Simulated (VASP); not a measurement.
# InSb (I-4m2) in VASP: a series of runs

InSb is run at these levels: PBE; tasks: electric field gradients.

Program: VASP 6.6.1. These are calculated values, not measurements. Logs are shortened: lines on timing, memory, paths and dates and some standing lists are left out, and cuts for length are marked.

## 1. The cell of the first run

It takes space group I-4m2 (No. 119, tetragonal). The conventional cell has a = 4.535 Å, b = 4.535 Å, c = 6.478 Å, α = 90.00°, β = 90.00°, γ = 90.00°. Within 3.7 Å of In (site symmetry -4m2) lie 4 Sb at 2.79 Å. Within 3.7 Å of Sb (site symmetry -4m2) lie 4 In at 2.79 Å.

## 2. Electric field gradients, PBE (equal xx and yy strain of -1 %)

INCAR

```
PREC = Accurate ; ENCUT = 400
EDIFF = 1E-8 ; ISMEAR = -1
SIGMA = 0.03 ; LREAL = F
LASPH = T ; NELM = 120
ALGO = Normal ; ISIF = 2
LWAVE = F ; LCHARG = F
GGA = PE ; LEFG = T
NBANDS = 16 ; GGA_COMPAT = F
```

KPOINTS

```
regular mesh
0
Gamma
  10 10 10
```

POSCAR

```
InSb
1.0
    0.0000000000      3.2067090000      3.2391000000
    3.2067090000      0.0000000000      3.2391000000
    3.2067090000      3.2067090000      0.0000000000
In Sb
1 1
Direct
    0.0000000000      0.0000000000      0.0000000000
    0.7500000000      0.7500000000      0.7500000000
```

Potentials or basis: VASP PAW PBE potentials, release 64 (In_d, Sb).

The run is started by

```sh
$ cat potpaw_PBE.64/In_d/POTCAR potpaw_PBE.64/Sb/POTCAR > POTCAR
$ mpirun -np 1 vasp_std > vasp.out
```

OUTCAR:

```text
PREC = Accurate
   ENCUT = 400
   EDIFF = 1E-8
   ISMEAR = -1
   LREAL = F
   LASPH = T
   NELM = 120
   ISIF = 2
   GGA = PE

 ion  position               nearest neighbor table
   1  0.000  0.000  0.000-   2 2.79   2 2.79   2 2.79   2 2.79
   2  0.750  0.750  0.750-   1 2.79   1 2.79   1 2.79   1 2.79

  LATTYP: Found a body centered tetragonal cell.
 ALAT       =     4.5349713584
 C/A-ratio  =     1.4284985479

  Lattice vectors:

 A1 = (  -3.2067090000,   0.0000000000,   3.2391000000)
 A2 = (   3.2067090000,   0.0000000000,   3.2391000000)
 A3 = (   0.0000000000,   3.2067090000,  -3.2391000000)

Analysis of symmetry for initial positions (statically):
=====================================================================
 Subroutine PRICEL returns:
 Original cell was already a primitive cell.

 Routine SETGRP: Setting up the symmetry group for a
 body centered tetragonal supercell.

 Subroutine GETGRP returns: Found  8 space group operations
 (whereof  8 operations were pure point group operations)
 out of a pool of 16 trial point group operations.

The static configuration has the point symmetry D_2d.

Analysis of symmetry for dynamics (positions and initial velocities):
=====================================================================
 Subroutine PRICEL returns:
 Original cell was already a primitive cell.

 Routine SETGRP: Setting up the symmetry group for a
 body centered tetragonal supercell.

 Subroutine GETGRP returns: Found  8 space group operations
 (whereof  8 operations were pure point group operations)
 out of a pool of 16 trial point group operations.

The dynamic configuration has the point symmetry D_2d.

 Subroutine INISYM returns: Found  8 space group operations
 (whereof  8 operations are pure point group operations),
 and found     1 'primitive' translations

----------------------------------------------------------------------------------------

                                     Primitive cell

  volume of cell :      66.6152

  direct lattice vectors                    reciprocal lattice vectors
     0.000000000  3.206709000  3.239100000    -0.155923097  0.155923097  0.154363867
     3.206709000  0.000000000  3.239100000     0.155923097 -0.155923097  0.154363867
     3.206709000  3.206709000  0.000000000     0.155923097  0.155923097 -0.154363867

  length of vectors
     4.557932801  4.557932801  4.534971358     0.269169515  0.269169515  0.269169515

  position of ions in fractional coordinates (direct lattice)
     0.000000000  0.000000000  0.000000000
     0.750000000  0.750000000  0.750000000

  ion indices of the primitive-cell ions
   primitive index   ion index
                 1           1
                 2           2

----------------------------------------------------------------------------------------

 KPOINTS: regular mesh

Automatic generation of k-mesh.
 Grid dimensions read from file:
 generate k-points for:   10   10   10

 Generating k-lattice:

  Cartesian coordinates                     Fractional coordinates (reciprocal lattice)
    -0.015592310  0.015592310  0.015436387     0.100000000 -0.000000000  0.000000000
     0.015592310 -0.015592310  0.015436387    -0.000000000  0.100000000  0.000000000
     0.015592310  0.015592310 -0.015436387     0.000000000  0.000000000  0.100000000

  Length of vectors
     0.026916952  0.026916952  0.026916952

  Shift w.r.t. Gamma in fractional coordinates (k-lattice)
     0.000000000  0.000000000  0.000000000

 Subroutine IBZKPT returns following result:
 ===========================================

 Found    102 irreducible k-points:

 Following reciprocal coordinates:
            Coordinates               Weight
  0.000000  0.000000  0.000000      1.000000
  0.100000 -0.000000  0.000000      8.000000
  0.200000 -0.000000  0.000000      8.000000
  0.300000  0.000000  0.000000      8.000000
  0.400000  0.000000  0.000000      8.000000
  0.500000  0.000000  0.000000      4.000000
[... 16 lines left out ...]
  0.300000  0.300000  0.000000      2.000000
  0.400000  0.300000  0.000000      8.000000
 [... further k-points ...]
   k-points           NKPTS =    102   k-points in BZ     NKDIM =    102   number of bands    NBANDS=     16
   number of dos      NEDOS =    301   number of ions     NIONS =      2
   total plane-waves  NPLWV =  27000
   dimension x,y,z NGX =    30 NGY =   30 NGZ =   30
   dimension x,y,z NGXF=    60 NGYF=   60 NGZF=   60
   ions per type =               1   1
   NGX,Y,Z   is equivalent  to a cutoff of  10.94, 10.94, 11.00 a.u.
   NGXF,Y,Z  is equivalent  to a cutoff of  21.88, 21.88, 22.00 a.u.
 SYSTEM =  unknown system
   PREC   = accura    normal or accurate (medium, high low for compatibility)
   ISTART =      0    job   : 0-new  1-cont  2-samecut
   ICHARG =      2    charge: 1-file 2-atom 10-const
   ISPIN  =      1    spin polarized calculation?
   LNONCOLLINEAR =      F non collinear calculations
   LSORBIT =      F    spin-orbit coupling
   LASPH  =      T    aspherical Exc in radial PAW
   ENCUT  =  400.0 eV  29.40 Ry    5.42 a.u.   7.43  7.43  7.40*2*pi/ulx,y,z
   NELM   =    120;   NELMIN=  2; NELMDL= -5     # of ELM steps
   EDIFF  = 0.1E-07   stopping-criterion for ELM
   LREAL  =      F    real-space projection
   EDIFFG = 0.1E-06   stopping-criterion for IOM
   NSW    =      0    number of steps for IOM
   IBRION =     -1    ionic relax: 0-MD 1-quasi-New 2-CG
   NFREE  =      0    steps in history (QN), initial steepest desc. (CG)
   ISIF   =      2    stress and relaxation
   ISYM   =      2    0-nonsym 1-usesym 2-fastsym
   POTIM  = 0.5000    time-step for ionic-motion
   TEBEG  =    0.0;   TEEND  =   0.0 temperature during run
   PSTRESS=    0.0 pullay stress
   NELECT =      18.0000    total number of electrons
   NUPDOWN=      -1.0000    fix difference up-down
   EMIN   =  10.00;   EMAX   =-10.00  energy-range for DOS
   EFERMI =   0.00;   METHOD = LEGACY
   ISMEAR =    -1;   SIGMA  =   0.03  broadening in eV -4-tet -1-fermi 0-gaus
   EFERMI_NEDOS =   21; number of points for ismear=-14 and -15
   IALGO  =     38    algorithm
   IMIX   =      4    mixing-type and parameters
     AMIX     =   0.40;   BMIX     =  1.00
     AMIX_MAG =   1.60;   BMIX_MAG =  1.00
  volume/ion in A,a.u.               =      33.31       224.77
  Fermi-wavevector in a.u.,A,eV,Ry     =   1.058379  2.000046 15.240783  1.120166
  Thomas-Fermi vector in A             =   2.193686
   LORBIT       =      0    0 simple, 1 ext, 2 COOP (PROOUT), +10 PAW based schemes
   GGA     = PE    functional components
   LHFCALC =     F    Hartree Fock is set to
   AEXX    =    0.0000 exact exchange contribution
   IVDW    =     0    specifies the selected vdW correction
   LEPSILON=     F    determine dielectric tensor
   LRPA    =     F    only Hartree local field effects (RPA)
 non-spin polarized calculation
  energy-cutoff  :      400.00
  volume of cell :       66.62
 maximum number of plane-waves:      1243
 NGX is ok and might be reduce to    30
   NGX = 15   NGY = 15   NGZ = 15

 number of electron      18.0000013 magnetization

 Free energy of the ion-electron system (eV)
  ---------------------------------------------------
  ext. energy  EPLUGINS =         0.00000000
  ---------------------------------------------------
  free energy    TOTEN  =        -6.87438455 eV

  energy without entropy =       -6.87424520  energy(sigma->0) =       -6.87431487

 E-fermi :   5.3557     XC(G=0):  -8.7740

 val. band max:        5.3428010476   @ k =   0.0000   0.0000   0.0000
 cond. band min:       5.8982357244   @ k =   0.5000   0.0000   0.0000
 fundamental gap:      0.5554346768
 Fermi energy:         5.3556976348

 k-point     1 :       0.0000    0.0000    0.0000
  band No.  band energies     occupation
      1      -9.3276      2.00000
      2      -9.3255      2.00000
      3      -9.3255      2.00000
      4      -9.2358      2.00000
      5      -9.2346      2.00000
      6      -5.5249      2.00000
[... 8 lines left out ...]
     15      13.5678      0.00000
     16      13.7229      0.00000

 k-point     2 :       0.1000   -0.0000    0.0000
  band No.  band energies     occupation
      1      -9.3313      2.00000
      2      -9.3245      2.00000
      3      -9.3232      2.00000
      4      -9.2360      2.00000
      5      -9.2347      2.00000
      6      -5.4310      2.00000
[... 8 lines left out ...]
     15      12.9249      0.00000
     16      13.0399      0.00000

 k-point     3 :       0.2000   -0.0000    0.0000
  band No.  band energies     occupation
      1      -9.3444      2.00000
      2      -9.3188      2.00000
      3      -9.3176      2.00000
      4      -9.2362      2.00000
      5      -9.2347      2.00000
      6      -5.1596      2.00000
[... 8 lines left out ...]
     15      12.5635      0.00000
     16      12.6218      0.00000

 k-point     4 :       0.3000    0.0000    0.0000
  band No.  band energies     occupation
      1      -9.3603      2.00000
      2      -9.3125      2.00000
      3      -9.3112      2.00000
      4      -9.2359      2.00000
      5      -9.2341      2.00000
      6      -4.7515      2.00000
[... 8 lines left out ...]
     15      12.8524      0.00000
     16      12.8564      0.00000

 k-point     5 :       0.4000    0.0000    0.0000
  band No.  band energies     occupation
      1      -9.3730      2.00000
      2      -9.3080      2.00000
      3      -9.3068      2.00000
      4      -9.2349      2.00000
      5      -9.2328      2.00000
      6      -4.3170      2.00000
[... 8 lines left out ...]
     15      13.7065      0.00000
     16      13.7495      0.00000

 k-point     6 :       0.5000    0.0000    0.0000
  band No.  band energies     occupation
      1      -9.3778      2.00000
      2      -9.3065      2.00000
      3      -9.3053      2.00000
      4      -9.2344      2.00000
      5      -9.2321      2.00000
      6      -4.1054      2.00000
[... 8 lines left out ...]
     15      14.5359      0.00000
     16      14.6034      0.00000
[... 267 lines left out ...]
 k-point    21 :      -0.3000    0.2000    0.0000
  band No.  band energies     occupation
      1      -9.3783      2.00000
      2      -9.3027      2.00000
      3      -9.3016      2.00000
      4      -9.2380      2.00000
      5      -9.2343      2.00000
      6      -4.1853      2.00000
[... 8 lines left out ...]
     15      13.4896      0.00000
     16      14.7577      0.00000

 k-point    22 :      -0.2000    0.2000    0.0000
  band No.  band energies     occupation
      1      -9.3667      2.00000
      2      -9.3085      2.00000
      3      -9.3067      2.00000
      4      -9.2391      2.00000
      5      -9.2331      2.00000
      6      -4.6047      2.00000
[... 8 lines left out ...]
     15      13.7034      0.00000
     16      14.2608      0.00000

 k-point    23 :       0.3000    0.3000    0.0000
  band No.  band energies     occupation
      1      -9.3852      2.00000
      2      -9.2949      2.00000
      3      -9.2949      2.00000
      4      -9.2470      2.00000
      5      -9.2298      2.00000
      6      -4.4821      2.00000
[... 8 lines left out ...]
     15      14.5957      0.00000
     16      15.0455      0.00000

 k-point    24 :       0.4000    0.3000    0.0000
  band No.  band energies     occupation
      1      -9.3948      2.00000
      2      -9.2902      2.00000
      3      -9.2891      2.00000
      4      -9.2488      2.00000
      5      -9.2291      2.00000
      6      -4.1234      2.00000
[... 8 lines left out ...]
     15      15.0179      0.00000
     16      15.4682      0.00000

 [... further k-points ...]
[... 5 lines left out ...]
  --------------------------------------------------------------------------------------
  -------------------------------------------------------------------------------------
  Total        1.7757722      1.7757722      1.6694862      0.0000000     -0.0000000      0.0000000
  in kB       42.7094901     42.7094901     40.1531805      0.0000000     -0.0000000      0.0000000
  external PRESSURE =      41.8573869 kB  Pullay stress =       0.0000000 kB

 VOLUME and BASIS-vectors are now :
 -----------------------------------------------------------------------------
  energy-cutoff  :      400.00
  volume of cell :       66.62
      direct lattice vectors                 reciprocal lattice vectors
     0.000000000  3.206709000  3.239100000    -0.155923097  0.155923097  0.154363867
     3.206709000  0.000000000  3.239100000     0.155923097 -0.155923097  0.154363867
     3.206709000  3.206709000  0.000000000     0.155923097  0.155923097 -0.154363867

 POSITION                                       TOTAL-FORCE (eV/Angst)
 -----------------------------------------------------------------------------------
      0.00000      0.00000      0.00000        -0.000000     -0.000000      0.000000
      4.81006      4.81006      4.85865         0.000000      0.000000     -0.000000
 -----------------------------------------------------------------------------------
    total drift:                               -0.000001     -0.000001      0.000000

  FREE ENERGIE OF THE ION-ELECTRON SYSTEM (eV)
  ---------------------------------------------------
  free  energy   TOTEN  =        -6.8743845529 eV

  energy  without entropy=       -6.8742451970  energy(sigma->0) =       -6.87431487

 Electric field gradients (V/A^2)
---------------------------------------------------------------------
 ion       V_xx      V_yy      V_zz      V_xy      V_xz      V_yz
---------------------------------------------------------------------
   1       1.390     1.390    -2.780     0.001     0.000     0.000
   2      -1.202    -1.202     2.405     0.000     0.000     0.000
---------------------------------------------------------------------

 Electric field gradients after diagonalization (V/A^2)
 (convention: |V_zz| > |V_xx| > |V_yy|)
----------------------------------------------------------------------
 ion       V_xx      V_yy      V_zz     asymmetry (V_yy - V_xx)/ V_zz
----------------------------------------------------------------------
   1       1.391     1.389    -2.780       0.001
   2      -1.203    -1.202     2.405       0.000
----------------------------------------------------------------------

           NMR quadrupolar parameters

 Cq : quadrupolar parameter    Cq=e*Q*V_zz/h
 eta: asymmetry parameters     (V_yy - V_xx)/ V_zz
 Q  : nuclear electric quadrupole moment in mb (millibarn)
----------------------------------------------------------------------
 ion       Cq(MHz)       eta       Q (mb)
----------------------------------------------------------------------
   1      -0.007       0.001       1.000
   2       0.006       0.000       1.000
----------------------------------------------------------------------
```

Wall time 3.3 min (1 thread of Intel Xeon 8259CL, shared host); peak memory 0.22 GiB.

Results:

* Free energy: -6.8744 eV
* Pressure: 4.2 GPa
* Band gap on the k mesh: zero (filled and empty bands touch)

Levels at points of the mesh, in eV from the Fermi level:
```csv
k point,band 6,band 7,band 8,band 9,band 10,band 11,band 12,band 13
"(0.00, 0.00, 0.00)",-10.88,-0.10,-0.06,-0.01,-0.01,2.92,2.92,2.94
"(0.50, 0.00, 0.00)",-9.46,-5.75,-1.10,-1.04,0.54,3.76,3.81,6.05
"(0.50, 0.50, 0.00)",-8.84,-6.07,-2.33,-2.33,1.32,1.34,8.24,8.24
"(0.50, 0.00, 0.50)",-8.81,-6.02,-2.38,-2.38,1.26,1.26,8.22,8.26
```

Electric field gradients, principal values (V/Å²):
```csv
atom,least,middle,greatest (by size)
1 In,1.389,1.391,-2.780
2 Sb,-1.202,-1.203,2.405
```

Caveat: the cell differs from its parent crystal (equal xx and yy strain of -1 %); without QUAD_EFG the Cq values of the log hold for a quadrupole moment of 1 mb, not for the nuclei; spin-orbit coupling is left out, which moves the levels of the heavy elements.

## 3. Electric field gradients, PBE (zz strain of -1 %)

INCAR

```
SYSTEM = InSb
PREC     = Accurate       ! precision mode
ENCUT    = 400            ! plane-wave cutoff, eV
EDIFF    = 1E-8           ! SCF threshold, eV
ISMEAR   = -1             ! smearing method
SIGMA    = 0.03           ! smearing width, eV
LREAL    = .False.        ! projectors in reciprocal space
LASPH    = .True.         ! aspherical terms in the spheres
NELM     = 120            ! most SCF steps
ALGO     = Normal         ! electronic algorithm
ISIF     = 2              ! what is computed and relaxed
LWAVE    = .False.        ! write WAVECAR
LCHARG   = .False.        ! write CHGCAR
GGA      = PE             ! functional
LEFG     = .True.       
NBANDS   = 16             ! bands
GGA_COMPAT= .False.
```

KPOINTS

```
regular mesh
0
Gamma
  10 10 10
  0 0 0
```

POSCAR

```
InSb
1.0
    0.0000000000      3.2391000000      3.2067090000
    3.2391000000      0.0000000000      3.2067090000
    3.2391000000      3.2391000000      0.0000000000
In Sb
1 1
Direct
    0.0000000000      0.0000000000      0.0000000000
    0.7500000000      0.7500000000      0.7500000000
```

Potentials or basis: VASP PAW PBE potentials, release 64 (In_d, Sb).

The run is started by

```sh
$ cat potpaw_PBE.64/In_d/POTCAR potpaw_PBE.64/Sb/POTCAR > POTCAR
$ mpirun -np 1 vasp_std > vasp.out
```

OUTCAR:

```text
SYSTEM = InSb
   PREC = Accurate
   ENCUT = 400
   EDIFF = 1E-8
   ISMEAR = -1
   LREAL = .False.
   LASPH = .True.
   NELM = 120
   ISIF = 2
   GGA = PE

 ion  position               nearest neighbor table
   1  0.000  0.000  0.000-   2 2.80   2 2.80   2 2.80   2 2.80
   2  0.750  0.750  0.750-   1 2.80   1 2.80   1 2.80   1 2.80

  LATTYP: Found a body centered tetragonal cell.
 ALAT       =     4.5807791499
 C/A-ratio  =     1.4000714267

  Lattice vectors:

 A1 = (   0.0000000000,  -3.2391000000,  -3.2067090000)
[... 670 lines left out ...]
  free  energy   TOTEN  =        -6.8909838091 eV

  energy  without entropy=       -6.8908492213  energy(sigma->0) =       -6.89091652

 Electric field gradients (V/A^2)
---------------------------------------------------------------------
 ion       V_xx      V_yy      V_zz      V_xy      V_xz      V_yz
---------------------------------------------------------------------
   1      -1.422    -1.422     2.844    -0.000     0.000     0.000
   2       1.066     1.066    -2.131     0.000     0.000     0.000
---------------------------------------------------------------------

 Electric field gradients after diagonalization (V/A^2)
 (convention: |V_zz| > |V_xx| > |V_yy|)
----------------------------------------------------------------------
 ion       V_xx      V_yy      V_zz     asymmetry (V_yy - V_xx)/ V_zz
----------------------------------------------------------------------
   1      -1.422    -1.422     2.844       0.000
   2       1.066     1.066    -2.131       0.000
----------------------------------------------------------------------

           NMR quadrupolar parameters

 Cq : quadrupolar parameter    Cq=e*Q*V_zz/h
 eta: asymmetry parameters     (V_yy - V_xx)/ V_zz
 Q  : nuclear electric quadrupole moment in mb (millibarn)
----------------------------------------------------------------------
 ion       Cq(MHz)       eta       Q (mb)
----------------------------------------------------------------------
   1       0.007       0.000       1.000
   2      -0.005       0.000       1.000
----------------------------------------------------------------------
```

stdout:

```text
POSCAR found type information on POSCAR InSb
 POSCAR found :  2 types and       2 ions
 scaLAPACK will be used
 LDA part: xc-table for (Slater+PW92), standard interpolation
 POSCAR, INCAR and KPOINTS ok, starting setup
 FFT: planning ... GRIDC
 FFT: planning ... GRID_SOFT
 FFT: planning ... GRID
 WAVECAR not read
 entering main loop
ion   1

ion   2
```

Wall time 1.9 min (1 thread of Intel Xeon 8259CL, shared host); peak memory 0.22 GiB.

Results:

```yaml
Free_energy: -6.8910 eV
Pressure: 3.6 GPa
Band_gap_on_the_k_mesh: 0.05 eV, direct
```

Electric field gradients, principal values (V/Å²):
```tsv
atom	least	middle	greatest (by size)
1 In	-1.422	-1.422	2.844
2 Sb	1.066	1.066	-2.131
```

Caveat: the cell differs from its parent crystal (zz strain of -1 %); without QUAD_EFG the Cq values of the log hold for a quadrupole moment of 1 mb, not for the nuclei; spin-orbit coupling is left out, which moves the levels of the heavy elements.
